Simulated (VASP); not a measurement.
Set up this calculation in VASP 6.6.1, as the native input.

```yaml
Task: single point
Functional: PBE
Potentials_or_basis: VASP PAW PBE potentials, release 64 (Co, Ir)
Cutoff: 520 eV
k_mesh: 6 × 6 × 6
Occupations: gaussian, width 0.1 eV
Spin: collinear spin, ferromagnetic start
Starting_moments: "[0.93, 0.93, 0.46] μB"
Dipole_correction: no
Further_INCAR_settings: ALGO = Fast; EDIFF = 1e-07; NBANDS = 24
```

The structure of Co2Ir lies in POSCAR:

```
Co2Ir
1.0
    0.0000000000      2.8147553571      2.8147553571
    2.8147553571      0.0000000000      2.8147553571
    2.8147553571      2.8147553571      0.0000000000
Co Ir
2 1
Direct
    0.2500000000      0.2500000000      0.2500000000
    0.7500000000      0.7500000000      0.7500000000
    0.0000000000      0.0000000000      0.0000000000
```

These files were run (other wordings do the same):

INCAR

```
SYSTEM = Co2Ir
PREC = Accurate ; ENCUT = 520
EDIFF = 1E-7 ; ISMEAR = 0
SIGMA = 0.1 ; LREAL = .False.
LASPH = .True. ; NELM = 150
ALGO = Fast ; ISIF = 2
LWAVE = .False. ; LCHARG = .False.
ISPIN = 2 ; MAGMOM = 0.93 0.93 0.46
LORBIT = 11 ; LMAXMIX = 4
GGA = PE ; NBANDS = 24
```

KPOINTS

```
Automatic mesh
0
Gamma
  6 6 6
  0 0 0
```

Potentials or basis: VASP PAW PBE potentials, release 64 (Co, Ir).

Launch:

```sh
$ cat potpaw_PBE.64/Co/POTCAR potpaw_PBE.64/Ir/POTCAR > POTCAR
$ mpirun -np 1 vasp_std > vasp.out
```

Results of the run:

- Pressure: -0.2 GPa
- Net moment: 3.71 μB per cell
- Site moments: Co +1.51; Ir +0.68 μB
- Valence electrons inside the program's atomic spheres: Co 8.16; Ir 8.45

Run time: 70 s on 1 thread of AMD EPYC 7R13 Processor (Zen 3) (shared host), peak memory 0.17 GiB.
